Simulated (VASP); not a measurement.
# Cu (Fm-3m) in VASP: single point with PBEsol

Aim: the single point of Cu with PBEsol.

Everything below comes from runs of VASP 6.6.1. Logs are shortened: lines on timing, memory, paths and dates and some standing lists are left out, and cuts for length are marked.

### Step 1. The cell of the first run

It takes space group Fm-3m (No. 225, cubic). Conventional cell: a = 3.630 Å, b = 3.630 Å, c = 3.630 Å, α = 90.00°, β = 90.00°, γ = 90.00°. Within 3.4 Å of Cu (site symmetry m-3m) lie 12 Cu at 2.57 Å.

### Step 2. Single point, PBEsol

POSCAR reads:

```
Cu
1.0
    0.0000000000      1.8148741495      1.8148741495
    1.8148741495      0.0000000000      1.8148741495
    1.8148741495      1.8148741495      0.0000000000
Cu
1
Direct
    0.0000000000      0.0000000000      0.0000000000
```

INCAR.step1 reads:

```
SYSTEM = Cu
PREC = Accurate ; ENCUT = 610
EDIFF = 1E-6 ; ISMEAR = 0
SIGMA = 0.1 ; LREAL = .False.
LASPH = .True. ; NELM = 120
ALGO = Normal ; ISIF = 2
LWAVE = .False. ; LCHARG = .True.
LMAXMIX = 4 ; GGA = PS
NBANDS = 16 ; GGA_COMPAT = .False.
NEDOS = 2001 ; LORBIT = 11
```

KPOINTS.step1 reads:

```
regular mesh
0
Gamma
  20 20 20
  0 0 0
```

INCAR.step2 reads:

```
SYSTEM = Cu
PREC = Accurate ; ENCUT = 610
EDIFF = 1E-6 ; ISMEAR = -5
SIGMA = 0.1 ; LREAL = .False.
LASPH = .True. ; NELM = 120
ALGO = Normal ; ISIF = 2
LWAVE = .False. ; LCHARG = .False.
LMAXMIX = 4 ; GGA = PS
LORBIT = 11 ; NEDOS = 1001
ICHARG = 11 ; GGA_COMPAT = .False.
```

KPOINTS.step2 reads:

```
regular mesh
0
Gamma
  30 30 30
  0 0 0
```

Potentials or basis: VASP PAW PBE potentials, release 64 (Cu_sv_GW).

Started as:

```console
$ cat potpaw_PBE.64/Cu_sv_GW/POTCAR > POTCAR
$ cp INCAR.step1 INCAR
$ cp KPOINTS.step1 KPOINTS
$ mpirun -np 1 vasp_std > vasp.out
$ cp INCAR.step2 INCAR
$ cp KPOINTS.step2 KPOINTS
$ mpirun -np 1 vasp_std > vasp.out
```

OUTCAR:

```text
SYSTEM = Cu
   PREC = Accurate
   ENCUT = 610
   EDIFF = 1E-6
   ISMEAR = -5
   LREAL = .False.
   LASPH = .True.
   NELM = 120
   ISIF = 2
   GGA = PS
   LORBIT = 11
   ICHARG = 11

 ion  position               nearest neighbor table
   1  0.000  0.000  0.000-

  LATTYP: Found a face centered cubic cell.
 ALAT       =     3.6297482990

  Lattice vectors:

 A1 = (   0.0000000000,   1.8148741495,   1.8148741495)
 A2 = (   1.8148741495,   0.0000000000,   1.8148741495)
 A3 = (   1.8148741495,   1.8148741495,   0.0000000000)

Analysis of symmetry for initial positions (statically):
=====================================================================
 Subroutine PRICEL returns:
 Original cell was already a primitive cell.

 Routine SETGRP: Setting up the symmetry group for a
 face centered cubic supercell.

 Subroutine GETGRP returns: Found 48 space group operations
 (whereof 48 operations were pure point group operations)
 out of a pool of 48 trial point group operations.

The static configuration has the point symmetry O_h .

Analysis of symmetry for dynamics (positions and initial velocities):
=====================================================================
 Subroutine PRICEL returns:
 Original cell was already a primitive cell.

 Routine SETGRP: Setting up the symmetry group for a
 face centered cubic supercell.

 Subroutine GETGRP returns: Found 48 space group operations
 (whereof 48 operations were pure point group operations)
 out of a pool of 48 trial point group operations.

The dynamic configuration has the point symmetry O_h .

 Subroutine INISYM returns: Found 48 space group operations
 (whereof 48 operations are pure point group operations),
 and found     1 'primitive' translations

----------------------------------------------------------------------------------------

                                     Primitive cell

  volume of cell :      11.9555

  direct lattice vectors                    reciprocal lattice vectors
     0.000000000  1.814874150  1.814874150    -0.275501197  0.275501197  0.275501197
     1.814874150  0.000000000  1.814874150     0.275501197 -0.275501197  0.275501197
     1.814874150  1.814874150  0.000000000     0.275501197  0.275501197 -0.275501197

  length of vectors
     2.566619636  2.566619636  2.566619636     0.477182070  0.477182070  0.477182070

  position of ions in fractional coordinates (direct lattice)
     0.000000000  0.000000000  0.000000000

  ion indices of the primitive-cell ions
   primitive index   ion index
                 1           1

----------------------------------------------------------------------------------------

 KPOINTS: regular mesh

Automatic generation of k-mesh.
 Grid dimensions read from file:
 generate k-points for:   30   30   30

 Generating k-lattice:

  Cartesian coordinates                     Fractional coordinates (reciprocal lattice)
    -0.009183373  0.009183373  0.009183373     0.033333333  0.000000000  0.000000000
     0.009183373 -0.009183373  0.009183373     0.000000000  0.033333333  0.000000000
     0.009183373  0.009183373 -0.009183373     0.000000000  0.000000000  0.033333333

  Length of vectors
     0.015906069  0.015906069  0.015906069

  Shift w.r.t. Gamma in fractional coordinates (k-lattice)
     0.000000000  0.000000000  0.000000000

 TETIRR: Found   3593 inequivalent tetrahedra from   162000

 Subroutine IBZKPT returns following result:
 ===========================================

 Found    752 irreducible k-points:

 Following reciprocal coordinates:
            Coordinates               Weight
  0.000000  0.000000  0.000000      1.000000
  0.033333  0.000000  0.000000      8.000000
  0.066667  0.000000  0.000000      8.000000
  0.100000  0.000000  0.000000      8.000000
  0.133333  0.000000  0.000000      8.000000
  0.166667  0.000000  0.000000      8.000000
[... 16 lines left out ...]
  0.233333  0.033333  0.000000     24.000000
  0.266667  0.033333  0.000000     24.000000
 [... further k-points ...]
   k-points           NKPTS =    752   k-points in BZ     NKDIM =    752   number of bands    NBANDS=     13
   number of dos      NEDOS =   1001   number of ions     NIONS =      1
   total plane-waves  NPLWV =  13824
   dimension x,y,z NGX =    24 NGY =   24 NGZ =   24
   dimension x,y,z NGXF=    48 NGYF=   48 NGZF=   48
   ions per type =               1
   NGX,Y,Z   is equivalent  to a cutoff of  15.55, 15.55, 15.55 a.u.
   NGXF,Y,Z  is equivalent  to a cutoff of  31.09, 31.09, 31.09 a.u.
 SYSTEM =  Cu
   PREC   = accura    normal or accurate (medium, high low for compatibility)
   ISTART =      0    job   : 0-new  1-cont  2-samecut
   ICHARG =     11    charge: 1-file 2-atom 10-const
   ISPIN  =      1    spin polarized calculation?
   LNONCOLLINEAR =      F non collinear calculations
   LSORBIT =      F    spin-orbit coupling
   LASPH  =      T    aspherical Exc in radial PAW
   ENCUT  =  610.0 eV  44.83 Ry    6.70 a.u.   5.17  5.17  5.17*2*pi/ulx,y,z
   NELM   =    120;   NELMIN=  2; NELMDL=  0     # of ELM steps
   EDIFF  = 0.1E-05   stopping-criterion for ELM
   LREAL  =      F    real-space projection
   EDIFFG = 0.1E-04   stopping-criterion for IOM
   NSW    =      0    number of steps for IOM
   IBRION =     -1    ionic relax: 0-MD 1-quasi-New 2-CG
   NFREE  =      0    steps in history (QN), initial steepest desc. (CG)
   ISIF   =      2    stress and relaxation
   ISYM   =      2    0-nonsym 1-usesym 2-fastsym
   POTIM  = 0.5000    time-step for ionic-motion
   TEBEG  =    0.0;   TEEND  =   0.0 temperature during run
   PSTRESS=    0.0 pullay stress
   NELECT =      19.0000    total number of electrons
   NUPDOWN=      -1.0000    fix difference up-down
   EMIN   =  10.00;   EMAX   =-10.00  energy-range for DOS
   EFERMI =   0.00;   METHOD = LEGACY
   ISMEAR =    -5;   SIGMA  =   0.10  broadening in eV -4-tet -1-fermi 0-gaus
   EFERMI_NEDOS =   21; number of points for ismear=-14 and -15
   IALGO  =     38    algorithm
   IMIX   =      4    mixing-type and parameters
     AMIX     =   0.40;   BMIX     =  1.00
     AMIX_MAG =   1.60;   BMIX_MAG =  1.00
  volume/ion in A,a.u.               =      11.96        80.68
  Fermi-wavevector in a.u.,A,eV,Ry     =   1.910452  3.610231 49.658921  3.649828
  Thomas-Fermi vector in A             =   2.947284
   LORBIT       =     11    0 simple, 1 ext, 2 COOP (PROOUT), +10 PAW based schemes
   GGA     = PS    functional components
   LHFCALC =     F    Hartree Fock is set to
   AEXX    =    0.0000 exact exchange contribution
   IVDW    =     0    specifies the selected vdW correction
   LEPSILON=     F    determine dielectric tensor
   LRPA    =     F    only Hartree local field effects (RPA)
 non-spin polarized calculation
 Fermi weights with tetrahedron method with Bloechl corrections
  energy-cutoff  :      610.00
  volume of cell :       11.96
 maximum number of plane-waves:       423
 NGX is ok and might be reduce to    24

 number of electron      19.0000011 magnetization

 Free energy of the ion-electron system (eV)
  ---------------------------------------------------
  ext. energy  EPLUGINS =         0.00000000
  ---------------------------------------------------
  free energy    TOTEN  =        -4.36733334 eV

  energy without entropy =       -4.36733334  energy(sigma->0) =       -4.36733334

 E-fermi :   7.2753     XC(G=0): -13.4717

 val. band max:        7.2609683937   @ k =   0.5000   0.2667   0.1000
 cond. band min:       7.2845636349   @ k =   0.5000   0.3333   0.1333
 fundamental gap:      0.0235952412
 Fermi energy:         7.2752801334

 k-point     1 :       0.0000    0.0000    0.0000
  band No.  band energies     occupation
      1    -104.9431      2.00000
      2     -62.4312      2.00000
      3     -62.4312      2.00000
      4     -62.4312      2.00000
      5      -2.0942      2.00000
      6       4.2947      2.00000
      7       4.2947      2.00000
      8       4.2947      2.00000
      9       5.1216      2.00000
     10       5.1216      2.00000
     11      29.7347      0.00000
     12      32.2266      0.00000
     13      32.2271      0.00000

 k-point     2 :       0.0333    0.0000    0.0000
  band No.  band energies     occupation
      1    -104.9429      2.00000
      2     -62.4324      2.00000
      3     -62.4314      2.00000
      4     -62.4314      2.00000
      5      -2.0540      2.00000
      6       4.2859      2.00000
      7       4.3025      2.00000
      8       4.3025      2.00000
      9       5.1184      2.00000
     10       5.1184      2.00000
     11      29.5406      0.00000
     12      31.5009      0.00000
     13      32.0756      0.00000

 k-point     3 :       0.0667    0.0000    0.0000
  band No.  band energies     occupation
      1    -104.9425      2.00000
      2     -62.4358      2.00000
      3     -62.4319      2.00000
      4     -62.4319      2.00000
      5      -1.9337      2.00000
      6       4.2604      2.00000
      7       4.3250      2.00000
      8       4.3250      2.00000
      9       5.1097      2.00000
     10       5.1097      2.00000
     11      28.6614      0.00000
     12      30.7178      0.00000
     13      31.7271      0.00000

 k-point     4 :       0.1000    0.0000    0.0000
  band No.  band energies     occupation
      1    -104.9416      2.00000
      2     -62.4409      2.00000
      3     -62.4326      2.00000
      4     -62.4326      2.00000
      5      -1.7348      2.00000
      6       4.2211      2.00000
      7       4.3590      2.00000
      8       4.3590      2.00000
      9       5.0991      2.00000
     10       5.0991      2.00000
     11      27.1407      0.00000
     12      30.4322      0.00000
     13      31.3189      0.00000

 k-point     5 :       0.1333    0.0000    0.0000
  band No.  band energies     occupation
      1    -104.9405      2.00000
      2     -62.4481      2.00000
      3     -62.4336      2.00000
      4     -62.4336      2.00000
      5      -1.4598      2.00000
      6       4.1713      2.00000
      7       4.3981      2.00000
      8       4.3981      2.00000
      9       5.0920      2.00000
     10       5.0920      2.00000
     11      25.4399      0.00000
     12      30.3049      0.00000
     13      30.9160      0.00000
[... 257 lines left out ...]
 k-point    22 :       0.2000    0.0333    0.0000
  band No.  band energies     occupation
      1    -104.9383      2.00000
      2     -62.4635      2.00000
      3     -62.4371      2.00000
      4     -62.4354      2.00000
      5      -0.8114      2.00000
      6       4.0702      2.00000
      7       4.4580      2.00000
      8       4.4610      2.00000
      9       5.0549      2.00000
     10       5.1646      2.00000
     11      22.6055      0.00000
     12      29.2889      0.00000
     13      29.4749      0.00000

 k-point    23 :       0.2333    0.0333    0.0000
  band No.  band energies     occupation
      1    -104.9370      2.00000
      2     -62.4739      2.00000
      3     -62.4387      2.00000
      4     -62.4370      2.00000
      5      -0.3623      2.00000
      6       4.0306      2.00000
      7       4.4639      2.00000
      8       4.4703      2.00000
      9       5.0965      2.00000
     10       5.2101      2.00000
     11      20.9303      0.00000
     12      28.9750      0.00000
     13      29.2473      0.00000

 k-point    24 :       0.2667    0.0333    0.0000
  band No.  band energies     occupation
      1    -104.9357      2.00000
      2     -62.4848      2.00000
      3     -62.4404      2.00000
      4     -62.4386      2.00000
      5       0.1309      2.00000
      6       4.0173      2.00000
      7       4.4483      2.00000
      8       4.4610      2.00000
      9       5.1676      2.00000
     10       5.2757      2.00000
     11      19.3045      0.00000
     12      28.7184      0.00000
     13      29.0212      0.00000

 [... further k-points ...]
[... 5 lines left out ...]
  --------------------------------------------------------------------------------------
  -------------------------------------------------------------------------------------
  Total       -1.1533286     -1.1533286     -1.1533286     -0.0000000      0.0000000     -0.0000000
  in kB     -154.5589240   -154.5589240   -154.5589240     -0.0000000      0.0000000     -0.0000000
  external PRESSURE =    -154.5589240 kB  Pullay stress =       0.0000000 kB

 VOLUME and BASIS-vectors are now :
 -----------------------------------------------------------------------------
  energy-cutoff  :      610.00
  volume of cell :       11.96
      direct lattice vectors                 reciprocal lattice vectors
     0.000000000  1.814874150  1.814874150    -0.275501197  0.275501197  0.275501197
     1.814874150  0.000000000  1.814874150     0.275501197 -0.275501197  0.275501197
     1.814874150  1.814874150  0.000000000     0.275501197  0.275501197 -0.275501197

 POSITION                                       TOTAL-FORCE (eV/Angst)
 -----------------------------------------------------------------------------------
      0.00000      0.00000      0.00000         0.000000      0.000000      0.000000
 -----------------------------------------------------------------------------------
    total drift:                               -0.000000     -0.000000      0.000000

  FREE ENERGIE OF THE ION-ELECTRON SYSTEM (eV)
  ---------------------------------------------------
  free  energy   TOTEN  =        -4.3673333359 eV

  energy  without entropy=       -4.3673333359  energy(sigma->0) =       -4.36733334

 total charge

# of ion       s       p       d       f       tot
--------------------------------------------------
    1        2.291   6.396   8.902   0.003  17.592
```

Wall time 76 s (1 thread of Intel Xeon 6975P-C (Granite Rapids), shared host); peak memory 0.31 GiB.

Results:

| Quantity | Value |
| --- | --- |
| Valence electrons inside the program's atomic spheres | Cu 17.59 |

Levels at points of the mesh, in eV from the Fermi level:
```csv
k point,band 6,band 7,band 8,band 9,band 10,band 11,band 12,band 13
"(0.00, 0.00, 0.00)",-2.98,-2.98,-2.98,-2.15,-2.15,22.46,24.95,24.95
"(0.50, 0.00, 0.00)",-3.01,-3.01,-1.59,-1.59,-1.07,3.65,20.96,21.76
"(0.50, 0.50, 0.00)",-4.37,-1.60,-1.45,-1.45,1.40,6.98,12.87,12.87
```

Caveat: the PAW data sets were made with another functional, which shifts forces and pressure a little.
